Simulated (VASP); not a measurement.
Ge: single point with PBE+D3(BJ)

System: Ge, a slab with vacuum.

```
Ge
1.0
     3.83600    0.00000    0.00000
    -1.91800    3.32207    0.00000
     0.00000    0.00000   28.00000
Ge
2
Cartesian
  0.0000 2.2147 14.5130
  1.9180 1.1074 13.4870
```

```
Program             : VASP 6.6.1
Task                : single point
Functional          : PBE
Dispersion          : D3(BJ)
Potentials or basis : VASP PAW PBE potentials, release 64 (Ge_d)
Cutoff              : 520 eV
k mesh              : 12 × 12 × 1
Occupations         : gaussian, width 0.1 eV
Spin                : no spin polarisation
```

The largest force is 0.898 eV/Å and the band gap on the k mesh is zero (bands 14 and 15 overlap by 0.98 eV). The dispersion energy per atom is -0.169 eV.

Forces in eV/Å, atoms in the order of the input:
```
Ge   0.000  0.000 -0.898
Ge   0.000  0.000  0.898
```

Levels at points of the mesh, in eV from the Fermi level:
| k point | band 10 | band 11 | band 12 | band 13 | band 14 | band 15 | band 16 | band 17 | band 18 | band 19 |
| --- | --- | --- | --- | --- | --- | --- | --- | --- | --- | --- |
| (0.00, 0.00, 0.00) | -24.06 | -11.37 | -4.41 | 0.53 | 0.53 | 1.15 | 2.32 | 3.91 | 4.09 | 4.43 |
| (0.50, 0.00, 0.00) | -24.03 | -9.03 | -7.16 | -1.71 | -1.27 | 0.07 | 2.45 | 4.63 | 6.09 | 6.42 |

Run time: 2.7 min on 1 thread of Intel(R) Xeon(R) 6975P-C (Granite Rapids), on a shared host, peak memory 0.48 GiB.
